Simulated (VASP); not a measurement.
# WAu (F-43m) in VASP: further runs

WAu is run at these levels: LDA, PBEsol-based global hybrid with 25 % exact exchange, r2SCAN50, HF; tasks: relaxation of cell and atoms, single point.

Everything below comes from runs of VASP 6.6.1. Logs are shortened: lines on timing, memory, paths and dates and some standing lists are left out, and cuts for length are marked.

## (1) The cell of the first run

Symmetry: F-43m, No. 216, cubic system. Conventional cell: a = 5.496 Å, b = 5.496 Å, c = 5.496 Å, α = 90.00°, β = 90.00°, γ = 90.00°. W (site symmetry -43m) has 4 Au at 2.38 Å within 3.1 Å. Within 3.1 Å of Au (site symmetry -43m) lie 4 W at 2.38 Å.

## (2) Relaxation of cell and atoms, LDA

INCAR

```
SYSTEM = WAu
  PREC = Accurate
  ENCUT = 540
  EDIFF = 1E-7
  ISMEAR = -1
  SIGMA = 0.05
  LREAL = .False.
  LASPH = .True.
  NELM = 120
  ALGO = Normal
  ISIF = 3
  LWAVE = .False.
  LCHARG = .False.
  IBRION = 2
  NSW = 60
  EDIFFG = -0.01
  GGA_COMPAT = .False.
  NELMIN = 4
```

KPOINTS

```
regular mesh
0
Gamma
  8 8 8
  0 0 0
```

POSCAR

```
WAu
1.0
    0.0000000000      2.7479792600      2.7479792600
    2.7479792600      0.0000000000      2.7479792600
    2.7479792600      2.7479792600      0.0000000000
W Au
1 1
Direct
    0.0000000000      0.0000000000      0.0000000000
    0.7500000000      0.7500000000      0.7500000000
```

Potentials or basis: VASP PAW LDA potentials, release 64 (W_sv, Au_sv_GW).

On the command line:

```console
$ cat potpaw_LDA.64/W_sv/POTCAR potpaw_LDA.64/Au_sv_GW/POTCAR > POTCAR
$ mpirun -np 1 vasp_std > vasp.out
```

OUTCAR:

```text
SYSTEM = WAu
   PREC = Accurate
   ENCUT = 540
   EDIFF = 1E-7
   ISMEAR = -1
   LREAL = .False.
   LASPH = .True.
   NELM = 120
   ISIF = 3
   IBRION = 2
   NSW = 60
   EDIFFG = -0.01
   NELMIN = 4

 ion  position               nearest neighbor table
   1  0.000  0.000  0.000-   2 2.38   2 2.38   2 2.38   2 2.38
   2  0.750  0.750  0.750-   1 2.38   1 2.38   1 2.38   1 2.38

  LATTYP: Found a face centered cubic cell.
 ALAT       =     5.4959585200

  Lattice vectors:

 A1 = (   0.0000000000,   2.7479792600,   2.7479792600)
 A2 = (   2.7479792600,   0.0000000000,   2.7479792600)
 A3 = (   2.7479792600,   2.7479792600,   0.0000000000)

Analysis of symmetry for initial positions (statically):
=====================================================================
 Subroutine PRICEL returns:
 Original cell was already a primitive cell.

 Routine SETGRP: Setting up the symmetry group for a
 face centered cubic supercell.

 Subroutine GETGRP returns: Found 24 space group operations
 (whereof 24 operations were pure point group operations)
 out of a pool of 48 trial point group operations.

The static configuration has the point symmetry T_d .

Analysis of symmetry for dynamics (positions and initial velocities):
=====================================================================
 Subroutine PRICEL returns:
 Original cell was already a primitive cell.

 Routine SETGRP: Setting up the symmetry group for a
 face centered cubic supercell.

 Subroutine GETGRP returns: Found 24 space group operations
 (whereof 24 operations were pure point group operations)
 out of a pool of 48 trial point group operations.

The dynamic configuration has the point symmetry T_d .

 Subroutine INISYM returns: Found 24 space group operations
 (whereof 24 operations are pure point group operations),
 and found     1 'primitive' translations

----------------------------------------------------------------------------------------

                                     Primitive cell

  volume of cell :      41.5021

  direct lattice vectors                    reciprocal lattice vectors
     0.000000000  2.747979260  2.747979260    -0.181951883  0.181951883  0.181951883
     2.747979260  0.000000000  2.747979260     0.181951883 -0.181951883  0.181951883
     2.747979260  2.747979260  0.000000000     0.181951883  0.181951883 -0.181951883

  length of vectors
     3.886229539  3.886229539  3.886229539     0.315149905  0.315149905  0.315149905

  position of ions in fractional coordinates (direct lattice)
     0.000000000  0.000000000  0.000000000
     0.750000000  0.750000000  0.750000000

  ion indices of the primitive-cell ions
   primitive index   ion index
                 1           1
                 2           2

----------------------------------------------------------------------------------------

 KPOINTS: regular mesh

Automatic generation of k-mesh.
 Grid dimensions read from file:
 generate k-points for:    8    8    8

 Generating k-lattice:

  Cartesian coordinates                     Fractional coordinates (reciprocal lattice)
    -0.022743985  0.022743985  0.022743985     0.125000000  0.000000000  0.000000000
     0.022743985 -0.022743985  0.022743985     0.000000000  0.125000000  0.000000000
     0.022743985  0.022743985 -0.022743985     0.000000000  0.000000000  0.125000000

  Length of vectors
     0.039393738  0.039393738  0.039393738

  Shift w.r.t. Gamma in fractional coordinates (k-lattice)
     0.000000000  0.000000000  0.000000000

 Subroutine IBZKPT returns following result:
 ===========================================

 Found     29 irreducible k-points:

 Following reciprocal coordinates:
            Coordinates               Weight
  0.000000  0.000000  0.000000      1.000000
  0.125000  0.000000  0.000000      8.000000
  0.250000  0.000000  0.000000      8.000000
  0.375000  0.000000  0.000000      8.000000
  0.500000  0.000000  0.000000      4.000000
  0.125000  0.125000  0.000000      6.000000
[... 16 lines left out ...]
  0.500000  0.250000  0.125000     48.000000
 -0.375000  0.250000  0.125000     24.000000
 [... further k-points ...]
   k-points           NKPTS =     29   k-points in BZ     NKDIM =     29   number of bands    NBANDS=     20
   number of dos      NEDOS =    301   number of ions     NIONS =      2
   total plane-waves  NPLWV =  27000
   dimension x,y,z NGX =    30 NGY =   30 NGZ =   30
   dimension x,y,z NGXF=    60 NGYF=   60 NGZF=   60
   ions per type =               1   1
   NGX,Y,Z   is equivalent  to a cutoff of  12.83, 12.83, 12.83 a.u.
   NGXF,Y,Z  is equivalent  to a cutoff of  25.67, 25.67, 25.67 a.u.
 SYSTEM =  WAu
   PREC   = accura    normal or accurate (medium, high low for compatibility)
   ISTART =      0    job   : 0-new  1-cont  2-samecut
   ICHARG =      2    charge: 1-file 2-atom 10-const
   ISPIN  =      1    spin polarized calculation?
   LNONCOLLINEAR =      F non collinear calculations
[... 40 lines left out ...]
 NGX is ok and might be reduce to    30
   NGX = 15   NGY = 15   NGZ = 15

--------------------------------------- Ionic step        1  -------------------------------------------

 number of electron      32.9999995 magnetization

 Free energy of the ion-electron system (eV)
  ---------------------------------------------------
  ext. energy  EPLUGINS =         0.00000000
  ---------------------------------------------------
  free energy    TOTEN  =       -13.47130467 eV

  energy without entropy =      -13.45514104  energy(sigma->0) =      -13.46322286

------------------------ aborting loop because EDIFF is reached ----------------------------------------

  FORCE on cell =-STRESS in cart. coord.  units (eV):
  Direction    XX          YY          ZZ          XY          YZ          ZX
  --------------------------------------------------------------------------------------
  -------------------------------------------------------------------------------------
  Total        6.1716317      6.1716317      6.1716317     -0.0000000     -0.0000000     -0.0000000
  in kB      238.2540183    238.2540183    238.2540183     -0.0000000     -0.0000000     -0.0000000
  external PRESSURE =     238.2540183 kB  Pullay stress =       0.0000000 kB

 VOLUME and BASIS-vectors are now :
 -----------------------------------------------------------------------------
  energy-cutoff  :      540.00
  volume of cell :       41.50
      direct lattice vectors                 reciprocal lattice vectors
     0.000000000  2.747979260  2.747979260    -0.181951883  0.181951883  0.181951883
     2.747979260  0.000000000  2.747979260     0.181951883 -0.181951883  0.181951883
     2.747979260  2.747979260  0.000000000     0.181951883  0.181951883 -0.181951883

 POSITION                                       TOTAL-FORCE (eV/Angst)
 -----------------------------------------------------------------------------------
      0.00000      0.00000      0.00000        -0.000000      0.000000     -0.000000
      4.12197      4.12197      4.12197         0.000000     -0.000000      0.000000
 -----------------------------------------------------------------------------------
    total drift:                                0.000001      0.000001      0.000001

  FREE ENERGIE OF THE ION-ELECTRON SYSTEM (eV)
  ---------------------------------------------------
  free  energy   TOTEN  =       -13.4713046741 eV

  energy  without entropy=      -13.4551410400  energy(sigma->0) =      -13.46322286

--------------------------------------- Ionic step        2  -------------------------------------------

 number of electron      33.0000005 magnetization

 E-fermi :   2.8374     XC(G=0):  -9.9089

 val. band max:        2.8141379487   @ k =  -0.3750   0.2500   0.1250
 cond. band min:       2.8456296716   @ k =   0.3750   0.2500   0.0000
 fundamental gap:      0.0314917230
 Fermi energy:         2.8374183762

 k-point     1 :       0.0000    0.0000    0.0000
  band No.  band energies     occupation
      1    -103.0878      2.00000
      2     -71.3960      2.00000
      3     -54.6157      2.00000
      4     -54.6157      2.00000
      5     -54.6157      2.00000
      6     -35.7245      2.00000
[... 12 lines left out ...]
     19       3.7176      0.00000
     20       9.9642      0.00000
[... 623 lines left out ...]
 POSITION                                       TOTAL-FORCE (eV/Angst)
 -----------------------------------------------------------------------------------
      0.00000      0.00000      0.00000        -0.000000      0.000000      0.000000
      4.28676      4.28676      4.28676         0.000000     -0.000000     -0.000000
 -----------------------------------------------------------------------------------
    total drift:                                0.000001      0.000001      0.000001

  FREE ENERGIE OF THE ION-ELECTRON SYSTEM (eV)
  ---------------------------------------------------
  free  energy   TOTEN  =       -13.8102495373 eV

  energy  without entropy=      -13.7920459981  energy(sigma->0) =      -13.80114777

--------------------------------------- Ionic step        5  -------------------------------------------

 number of electron      33.0000004 magnetization

 Free energy of the ion-electron system (eV)
  ---------------------------------------------------
  ext. energy  EPLUGINS =         0.00000000
  ---------------------------------------------------
  free energy    TOTEN  =       -13.81035830 eV

  energy without entropy =      -13.79220169  energy(sigma->0) =      -13.80127999

 E-fermi :   5.7195     XC(G=0): -11.4331

 val. band max:        5.6866522213   @ k =  -0.3750   0.2500   0.1250
 cond. band min:       5.7620894491   @ k =   0.3750   0.2500   0.0000
 fundamental gap:      0.0754372278
 Fermi energy:         5.7195463054

 k-point     1 :       0.0000    0.0000    0.0000
  band No.  band energies     occupation
      1    -101.1889      2.00000
      2     -68.0847      2.00000
      3     -52.7452      2.00000
      4     -52.7452      2.00000
      5     -52.7452      2.00000
      6     -32.5429      2.00000
[... 12 lines left out ...]
     19       7.4123      0.00000
     20      14.3936      0.00000
[... 551 lines left out ...]
 POSITION                                       TOTAL-FORCE (eV/Angst)
 -----------------------------------------------------------------------------------
      0.00000      0.00000      0.00000         0.000000      0.000000     -0.000000
      4.28346      4.28346      4.28346        -0.000000     -0.000000      0.000000
 -----------------------------------------------------------------------------------
    total drift:                                0.000001      0.000001      0.000001

  FREE ENERGIE OF THE ION-ELECTRON SYSTEM (eV)
  ---------------------------------------------------
  free  energy   TOTEN  =       -13.8103582955 eV

  energy  without entropy=      -13.7922016896  energy(sigma->0) =      -13.80127999

 reached required accuracy - stopping structural energy minimisation
```

Wall time 56 s (1 thread of Intel Xeon 6975P-C (Granite Rapids), shared host); peak memory 0.18 GiB.

Results:

```yaml
Free_energy: -13.8104 eV
Relaxed_volume: 23.29 Å³/atom
Relaxed_cell: a = 4.038 Å, b = 4.038 Å, c = 4.038 Å, α = 60.00°, β = 60.00°, γ = 60.00°
Space_group_after_relaxing_to_0.1_Å: F-43m (No. 216)
Pressure_after_relaxing: 0.0 GPa
Band_gap_on_the_k_mesh: zero (an odd number of electrons rules out a gap without spin polarisation)
```

Final structure:
```
CELL_PARAMETERS angstrom
0.00000 2.85564 2.85564
2.85564 0.00000 2.85564
2.85564 2.85564 0.00000
ATOMIC_POSITIONS crystal
W 0.00000 0.00000 0.00000
Au 0.75000 0.75000 0.75000
```

Caveat: spin-orbit coupling is left out, which moves the levels of the heavy elements.

## (3) Single point, PBEsol-based global hybrid with 25 % exact exchange

POSCAR is that of step 2.

INCAR.step1

```
  ALGO = Normal
  EDIFF = 1E-5
  ENCUT = 400
  GGA = PE
  GGA_COMPAT = F
  ISIF = 2
  ISMEAR = -1
  LASPH = T
  LCHARG = F
  LREAL = F
  LWAVE = T
  NBANDS = 24
  NELM = 120
  PREC = Accurate
  SIGMA = 0.05
```

INCAR.step2

```
  AEXX = 0.25
  ALGO = Normal
  EDIFF = 1E-6
  ENCUT = 400
  GGA = PS
  GGA_COMPAT = F
  ISIF = 2
  ISMEAR = -1
  ISTART = 1
  LASPH = T
  LCHARG = F
  LHFCALC = T
  LREAL = F
  LWAVE = F
  NBANDS = 24
  NELM = 120
  PREC = Accurate
  PRECFOCK = Normal
  SIGMA = 0.05
```

KPOINTS

```
k-points
0
Gamma
  4 4 4
```

Potentials or basis: VASP PAW PBE potentials, release 64 (W_sv, Au_sv_GW).

On the command line:

```console
$ cat potpaw_PBE.64/W_sv/POTCAR potpaw_PBE.64/Au_sv_GW/POTCAR > POTCAR
$ cp INCAR.step1 INCAR
$ mpirun -np 1 vasp_std > vasp.out
$ cp INCAR.step2 INCAR
$ mpirun -np 1 vasp_std > vasp.out
```

It took 9.7 min on 1 thread of Intel Xeon 6975P-C (Granite Rapids), shared host; peak memory 0.15 GiB.

Results (log left out):

```yaml
Free_energy: -12.5880 eV
Pressure: 22.1 GPa
Band_gap_on_the_k_mesh: zero (an odd number of electrons rules out a gap without spin polarisation)
```

Levels at points of the mesh, in eV from the Fermi level:
| k point | band 14 | band 15 | band 16 | band 17 | band 18 | band 19 | band 20 | band 21 |
| --- | --- | --- | --- | --- | --- | --- | --- | --- |
| (0.00, 0.00, 0.00) | -7.84 | -1.68 | -1.68 | -1.68 | 2.88 | 2.88 | 10.38 | 12.97 |
| (0.50, 0.00, 0.00) | -6.81 | -3.02 | -0.76 | -0.76 | 2.45 | 2.45 | 3.35 | 9.89 |
| (0.50, 0.50, 0.00) | -5.25 | -4.12 | 1.02 | 2.00 | 2.51 | 2.51 | 4.42 | 4.42 |

Caveat: the k points lie up to 0.50 Å⁻¹ apart, too coarse for converged energies and pressures of a metal; the PAW data sets were made with another functional, which shifts forces and pressure a little; spin-orbit coupling is left out, which moves the levels of the heavy elements.

## (4) Single point, r2SCAN50

POSCAR is that of step 3.

INCAR.step1

```
SYSTEM = WAu
PREC     = Accurate       ! precision mode
ENCUT    = 520            ! plane-wave cutoff, eV
EDIFF    = 1E-5           ! SCF threshold, eV
ISMEAR   = -1             ! smearing method
SIGMA    = 0.05           ! smearing width, eV
LREAL    = .False.        ! projectors in reciprocal space
LASPH    = .True.         ! aspherical terms in the spheres
NELM     = 80             ! most SCF steps
ALGO     = Normal         ! electronic algorithm
ISIF     = 2              ! what is computed and relaxed
LWAVE    = .True.         ! write WAVECAR
LCHARG   = .False.        ! write CHGCAR
GGA      = PE             ! functional
NBANDS   = 20             ! bands
```

INCAR.step2

```
SYSTEM = WAu
PREC     = Accurate       ! precision mode
ENCUT    = 520            ! plane-wave cutoff, eV
EDIFF    = 1E-6           ! SCF threshold, eV
ISMEAR   = -1             ! smearing method
SIGMA    = 0.05           ! smearing width, eV
LREAL    = .False.        ! projectors in reciprocal space
LASPH    = .True.         ! aspherical terms in the spheres
NELM     = 80             ! most SCF steps
ALGO     = Normal         ! electronic algorithm
ISIF     = 2              ! what is computed and relaxed
LWAVE    = .False.        ! write WAVECAR
LCHARG   = .False.        ! write CHGCAR
METAGGA  = R2SCAN         ! meta-GGA
LHFCALC  = .True.         ! exact exchange
AEXX     = 0.5            ! exact-exchange fraction
LMIXTAU  = .True.       
PRECFOCK = Normal       
ISTART   = 1            
NBANDS   = 20             ! bands
```

KPOINTS

```
Automatic mesh
0
Gamma
  4 4 4
  0 0 0
```

Potentials or basis: VASP PAW PBE potentials, release 64 (W_sv, Au).

On the command line:

```console
$ cat potpaw_PBE.64/W_sv/POTCAR potpaw_PBE.64/Au/POTCAR > POTCAR
$ cp INCAR.step1 INCAR
$ mpirun -np 1 vasp_std > vasp.out
$ cp INCAR.step2 INCAR
$ mpirun -np 1 vasp_std > vasp.out
```

It took 35 min on 1 thread of Intel Xeon 8259CL, shared host; peak memory 0.21 GiB.

It converged, with:

```yaml
Free_energy: -62.2826 eV
Pressure: 23.2 GPa
Band_gap_on_the_k_mesh: zero (an odd number of electrons rules out a gap without spin polarisation)
```

Levels at points of the mesh, in eV from the Fermi level:
```tsv
k point	band 10	band 11	band 12	band 13	band 14	band 15	band 16	band 17
(0.00, 0.00, 0.00)	-9.74	-2.88	-2.88	-2.88	3.71	3.71	11.54	14.14
(0.50, 0.00, 0.00)	-8.49	-4.18	-1.52	-1.52	3.03	3.03	3.90	10.91
(0.50, 0.50, 0.00)	-6.78	-5.26	1.79	2.31	2.70	2.70	4.87	4.87
```

Caveat: the k points lie up to 0.50 Å⁻¹ apart, too coarse for converged energies and pressures of a metal; the PAW data sets were made with another functional, which shifts forces and pressure a little; spin-orbit coupling is left out, which moves the levels of the heavy elements.

## (5) Single point, HF

POSCAR is that of step 4.

INCAR.step1

```
SYSTEM = WAu
PREC = Accurate ; ENCUT = 520
EDIFF = 1E-5 ; ISMEAR = -1
SIGMA = 0.05 ; LREAL = .False.
LASPH = .True. ; NELM = 100
ALGO = Normal ; ISIF = 2
LWAVE = .True. ; NBANDS = 20
GGA = PE
```

INCAR.step2

```
SYSTEM = WAu
PREC = Accurate ; ENCUT = 520
EDIFF = 1E-6 ; ISMEAR = -1
SIGMA = 0.05 ; LREAL = .False.
LASPH = .True. ; NELM = 100
ALGO = Normal ; ISIF = 2
LWAVE = .False. ; LCHARG = .True.
GGA = PE ; LHFCALC = .True.
AEXX = 1.0 ; ALDAC = 0.0
AGGAC = 0.0 ; PRECFOCK = Normal
LELF = .True. ; LVHAR = .True.
NBANDS = 20 ; ISTART = 1
```

KPOINTS is that of step 4.

On the command line:

```console
$ cat potpaw_PBE.64/W_sv/POTCAR potpaw_PBE.64/Au/POTCAR > POTCAR
$ cp INCAR.step1 INCAR
$ mpirun -np 1 vasp_std > vasp.out
$ cp INCAR.step2 INCAR
$ mpirun -np 1 vasp_std > vasp.out
```

Run time: 50 min. Hardware: 1 thread of Intel Xeon 8259CL, shared host; peak memory 0.21 GiB.

The run converged. Its results:

| Quantity | Value |
| --- | --- |
| Free energy | -20.1174 eV |
| Pressure | 35.6 GPa |
| Band gap on the k mesh | zero (an odd number of electrons rules out a gap without spin polarisation) |

Levels at points of the mesh, in eV from the Fermi level:
```tsv
k point	band 10	band 11	band 12	band 13	band 14	band 15	band 16	band 17
(0.00, 0.00, 0.00)	-13.10	-5.20	-5.20	-5.20	5.72	5.72	13.19	15.86
(0.50, 0.00, 0.00)	-11.33	-6.29	-2.98	-2.98	4.51	4.51	4.88	12.32
(0.50, 0.50, 0.00)	-9.32	-7.15	2.77	3.03	3.03	3.79	5.77	5.77
```

Caveat: the k points lie up to 0.50 Å⁻¹ apart, too coarse for converged energies and pressures of a metal; the PAW data sets were made with another functional, which shifts forces and pressure a little; spin-orbit coupling is left out, which moves the levels of the heavy elements.

## (6) Summary

```csv
task,level,potentials or basis,cell,k mesh,cutoff (eV),grid for exact exchange (PRECFOCK),share of exact exchange,gap on the mesh (eV),pressure (GPa)
relaxation of cell and atoms,LDA,"VASP PAW LDA potentials, release 64 (W_sv, Au_sv_GW)",relaxed,8 × 8 × 8,540,-,-,none,0.0
single point,PBEsol-based global hybrid with 25 % exact exchange,"VASP PAW PBE potentials, release 64 (W_sv, Au_sv_GW)",as given,4 × 4 × 4,400,Normal,0.25,none,22.1
single point,r2SCAN50,"VASP PAW PBE potentials, release 64 (W_sv, Au)",as given,4 × 4 × 4,520,Normal,0.5,none,23.2
single point,HF,"VASP PAW PBE potentials, release 64 (W_sv, Au)",as given,4 × 4 × 4,520,Normal,1,none,35.6
```

Alike in all rows: no spin polarisation; smearing fermi-dirac 0.05 eV.

Caveats: some runs use coarse meshes; spin-orbit coupling is left out, which moves the levels of the heavy elements; the PAW data sets were made with another functional, which shifts forces and pressure a little (at least some runs).

Absolute energies hang on the potentials; compare differences alone.

The gap in the log of VASP goes by the Fermi energy; the results here count the filled bands.